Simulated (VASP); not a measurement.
# ZrB2 (P6/mmm) in VASP: further runs, part 2 of 2

VASP 6.6.1. Earlier steps stand in the parts before.

### Step 3. Vibrations by perturbation theory, PBEsol

INCAR

```
SYSTEM = ZrB2
PREC = Accurate ; ENCUT = 520
EDIFF = 1E-8 ; ISMEAR = -1
SIGMA = 0.05 ; LREAL = .FALSE.
LASPH = .TRUE. ; NELM = 100
ALGO = Normal ; ISIF = 2
LWAVE = .FALSE. ; LCHARG = .TRUE.
GGA = PS ; IBRION = 8
NSW = 1
```

KPOINTS

```
regular mesh
0
G
  7 7 6
  0 0 0
```

POSCAR

```
ZrB2
1.0
    3.1700000000      0.0000000000      0.0000000000
   -1.5850000000      2.7453005300      0.0000000000
    0.0000000000      0.0000000000      3.5330000000
Zr B
1 2
Direct
    0.0000000000      0.0000000000      0.0000000000
    0.6666666667      0.3333333333      0.5000000000
    0.3333333333      0.6666666667      0.5000000000
```

Potentials or basis: VASP PAW PBE potentials, release 64 (Zr_sv, B).

Command:

```sh
$ cat potpaw_PBE.64/Zr_sv/POTCAR potpaw_PBE.64/B/POTCAR > POTCAR
$ mpirun -np 1 vasp_std > vasp.out
```

OUTCAR:

```text
SYSTEM = ZrB2
   PREC = Accurate
   ENCUT = 520
   EDIFF = 1E-8
   ISMEAR = -1
   LREAL = .FALSE.
   LASPH = .TRUE.
   NELM = 100
   ISIF = 2
   GGA = PS
   IBRION = 8
   NSW = 1

 ion  position               nearest neighbor table
   1  0.000  0.000  0.000-   2 2.54   3 2.54   2 2.54   3 2.54   2 2.54   2 2.54   3 2.54   3 2.54
                             2 2.54   2 2.54   3 2.54   3 2.54
   2  0.667  0.333  0.500-   3 1.83   3 1.83   3 1.83   1 2.54   1 2.54   1 2.54   1 2.54   1 2.54
                             1 2.54
   3  0.333  0.667  0.500-   2 1.83   2 1.83   2 1.83   1 2.54   1 2.54   1 2.54   1 2.54   1 2.54
                             1 2.54

  LATTYP: Found a hexagonal cell.
 ALAT       =     3.1700000000
 C/A-ratio  =     1.1145110410

  Lattice vectors:

[... 645 lines left out ...]
  --------------------------------------------------------------------------------
  x     0.00000     0.00000     0.00000     2.71605     0.00000     0.00000
  y     2.71605    -2.71605     0.00000     0.00000     0.00000     0.00000
  z     0.00000     0.00000     0.00000     0.00000    -0.00000     0.00000

 SECOND DERIVATIVES (NOT SYMMETRIZED)
 ------------------------------------
               1X          1Y          1Z          2X          2Y          2Z          3X          3Y          3Z
  1X   -12.958859    0.000000    0.000000    6.479430    0.000000    0.000000    6.479430    0.000000    0.000000
  1Y     0.000000  -12.958859    0.000000    0.000000    6.479430    0.000000    0.000000    6.479430    0.000000
  1Z     0.000000   -0.000000  -13.668884    0.000000    0.000000    6.834442   -0.000000    0.000000    6.834442
  2X     6.475813    0.000000    0.000000  -14.598934   -0.000000    0.000000    8.123121    0.000000    0.000000
  2Y     0.000000    6.475813    0.000000    0.000000  -14.598934    0.000000   -0.000000    8.123121    0.000000
  2Z     0.000000   -0.000000    6.831776    0.000000    0.000000   -9.175574    0.000000   -0.000000    2.343798
  3X     6.475813    0.000000    0.000000    8.123121    0.000000    0.000000  -14.598934   -0.000000    0.000000
  3Y     0.000000    6.475813    0.000000   -0.000000    8.123121    0.000000    0.000000  -14.598934    0.000000
  3Z     0.000000   -0.000000    6.831776    0.000000   -0.000000    2.343798    0.000000    0.000000   -9.175574

 Eigenvectors and eigenvalues of the dynamical matrix
 ----------------------------------------------------

   1 f  =   22.664263 THz   142.403762 2PiTHz  755.998428 cm-1    93.731817 meV
             X         Y         Z           dx          dy          dz
      0.000000  0.000000  0.000000    -0.000000   -0.000000    0.000000
      1.585000  0.915100  1.766500     0.000091    0.707107    0.000000
     -0.000000  1.830200  1.766500    -0.000091   -0.707107   -0.000000
[... 43 lines left out ...]
   9 f/i=    0.001479 THz     0.009291 2PiTHz    0.049323 cm-1     0.006115 meV
             X         Y         Z           dx          dy          dz
      0.000000  0.000000  0.000000     0.210541    0.874059    0.000000
      1.585000  0.915100  1.766500     0.072500    0.300982    0.000000
     -0.000000  1.830200  1.766500     0.072500    0.300982    0.000000

--------------------------------------------------------------------------------------------------------

 ELASTIC MODULI CONTR FROM IONIC RELAXATION (kBar)
 Direction    XX          YY          ZZ          XY          YZ          ZX
 --------------------------------------------------------------------------------
 XX         -33.8357     33.8357      0.0000     -0.0000     -0.0000      0.0000
 YY          33.8357    -33.8357      0.0000      0.0000      0.0000      0.0000
 ZZ           0.0000      0.0000      0.0000      0.0000      0.0000      0.0000
 XY          -0.0000      0.0000      0.0000    -33.8357      0.0000      0.0000
 YZ          -0.0000      0.0000      0.0000      0.0000     -0.0000      0.0000
 ZX           0.0000      0.0000      0.0000      0.0000      0.0000      0.0000
 --------------------------------------------------------------------------------
```

It took 5 min on 1 thread of Intel Xeon Platinum 8488C (Sapphire Rapids), shared host; peak memory 0.24 GiB.

Results:

```
Highest phonon frequency at Γ : 756 cm⁻¹
```

Phonon frequencies in cm⁻¹ (negative: imaginary):
| q point | frequencies |
| --- | --- |
| (0.000, 0.000, 0.000) | 0 0 0 449 449 461 538 756 756 |

Caveat: the cell stands under pressure or tension, which shifts response properties; the PAW data sets were made with another functional, which shifts forces and pressure a little.

### Step 4. Single point, PBE+D3(BJ)

POSCAR is that of step 3.

INCAR.step1

```
PREC = Accurate
ENCUT = 420
EDIFF = 1E-6
ISMEAR = 0
SIGMA = 0.1
LREAL = False
LASPH = True
NELM = 120
ALGO = Normal
ISIF = 2
LWAVE = False
LCHARG = True
LMAXMIX = 4
GGA = PE
IVDW = 12
NBANDS = 16
GGA_COMPAT = False
NEDOS = 2001
LORBIT = 11
```

KPOINTS.step1

```
Automatic mesh
0
Gamma
  10 10 8
```

INCAR.step2

```
PREC = Accurate
ENCUT = 420
EDIFF = 1E-6
ISMEAR = -5
SIGMA = 0.1
LREAL = False
LASPH = True
NELM = 120
ALGO = Normal
ISIF = 2
LWAVE = False
LCHARG = False
LMAXMIX = 4
GGA = PE
IVDW = 12
LORBIT = 11
NEDOS = 1001
ICHARG = 11
GGA_COMPAT = False
```

KPOINTS.step2

```
Automatic mesh
0
Gamma
  15 15 12
```

Potentials or basis: VASP PAW PBE potentials, release 64 (Zr_sv, B).

Command:

```sh
$ cat potpaw_PBE.64/Zr_sv/POTCAR potpaw_PBE.64/B/POTCAR > POTCAR
$ cp INCAR.step1 INCAR
$ cp KPOINTS.step1 KPOINTS
$ mpirun -np 1 vasp_std > vasp.out
$ cp INCAR.step2 INCAR
$ cp KPOINTS.step2 KPOINTS
$ mpirun -np 1 vasp_std > vasp.out
```

OUTCAR:

```text
PREC = Accurate
   ENCUT = 420
   EDIFF = 1E-6
   ISMEAR = -5
   LREAL = False
   LASPH = True
   NELM = 120
   ISIF = 2
   GGA = PE
   IVDW = 12
   LORBIT = 11
   ICHARG = 11
 IVDW          = 12

 ion  position               nearest neighbor table
   1  0.000  0.000  0.000-   2 2.54   3 2.54   2 2.54   3 2.54   2 2.54   2 2.54   3 2.54   3 2.54
                             2 2.54   2 2.54   3 2.54   3 2.54
   2  0.667  0.333  0.500-   3 1.83   3 1.83   3 1.83   1 2.54   1 2.54   1 2.54   1 2.54   1 2.54
                             1 2.54
   3  0.333  0.667  0.500-   2 1.83   2 1.83   2 1.83   1 2.54   1 2.54   1 2.54   1 2.54   1 2.54
                             1 2.54
[... 592 lines left out ...]
  Total      -1.07557    -1.07557    -0.79374     0.00000     0.00000     0.00000
  in kB     -56.04771   -56.04771   -41.36131     0.00000     0.00000     0.00000
  external pressure =      -51.15 kB  Pullay stress =        0.00 kB

 VOLUME and BASIS-vectors are now :
 -----------------------------------------------------------------------------
  energy-cutoff  :      420.00
  volume of cell :       30.75
      direct lattice vectors                 reciprocal lattice vectors
     3.170000000  0.000000000  0.000000000     0.315457413  0.182129422  0.000000000
    -1.585000000  2.745300530  0.000000000     0.000000000  0.364258845  0.000000000
     0.000000000  0.000000000  3.533000000     0.000000000  0.000000000  0.283045570

 POSITION                                       TOTAL-FORCE (eV/Angst)
 -----------------------------------------------------------------------------------
      0.00000      0.00000      0.00000         0.000000      0.000000      0.000000
      1.58500      0.91510      1.76650         0.000000      0.000000      0.000000
     -0.00000      1.83020      1.76650        -0.000000      0.000000      0.000000
 -----------------------------------------------------------------------------------
    total drift:                               -0.000000      0.000000     -0.000000

  FREE ENERGIE OF THE ION-ELECTRON SYSTEM (eV)
  ---------------------------------------------------
  free  energy   TOTEN  =       -26.1466132338 eV

  energy  without entropy=      -26.1466132338  energy(sigma->0) =      -26.14661323

 total charge

# of ion       s       p       d       tot
------------------------------------------
    1        2.168   6.030   1.772   9.971
    2        0.665   1.239   0.000   1.904
    3        0.665   1.239   0.000   1.904
--------------------------------------------------
tot          3.498   8.507   1.772  13.778
```

OUTCAR.step1:

```text
PREC = Accurate
   ENCUT = 420
   EDIFF = 1E-6
   ISMEAR = 0
   LREAL = False
   LASPH = True
   NELM = 120
[... 695 lines left out ...]
    total drift:                               -0.000000      0.000000      0.000000

  FREE ENERGIE OF THE ION-ELECTRON SYSTEM (eV)
  ---------------------------------------------------
  free  energy   TOTEN  =       -26.1440030671 eV

  energy  without entropy=      -26.1423139418  energy(sigma->0) =      -26.14315850

 total charge

# of ion       s       p       d       tot
------------------------------------------
    1        2.168   6.030   1.769   9.967
    2        0.665   1.240   0.000   1.905
    3        0.665   1.240   0.000   1.905
--------------------------------------------------
tot          3.498   8.510   1.769  13.777
```

Run time: 24 s. Hardware: 1 thread of Intel Xeon Platinum 8488C (Sapphire Rapids), shared host; peak memory 0.19 GiB.

Results:

```yaml
Valence_electrons_inside_the_program's_atomic_spheres: Zr 9.97; B 1.90
Dispersion_energy_per_atom: -0.390 eV
```

Caveat: three body term missing; tetrahedron occupations give inexact forces and stress in metals.
